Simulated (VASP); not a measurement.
Runs of VASP 6.6.1 on LiS3. The structure is that of space group P4mm (No. 99), or close to it. The cells are those of the table. 

```csv
task,cell,k mesh,cutoff (eV),gap on the mesh (eV),largest force (eV/Å)
relaxation of cell and atoms,"relaxed from a = 5.000 Å, 4 atoms",4 × 4 × 4,600,none,0.02
single point,"a = 4.452, b = 4.452, c = 4.860 Å, 4 atoms",10 × 10 × 10,520,none,0.03
single point,"a = 5.000 Å, 4 atoms",4 × 4 × 4,520,none,(a)
single point,"a = 4.453, b = 4.453, c = 4.889 Å, 4 atoms",4 × 4 × 4,520,none,0.02
```

Alike in all rows: level PBE; potentials or basis VASP PAW PBE potentials, release 64 (Li_sv, S); no spin polarisation; smearing gaussian 0.1 eV.

Q: Estimate the missing entries.

A: (a) 0.36.

A gap of «none» marks levels without a gap at the run's occupations.
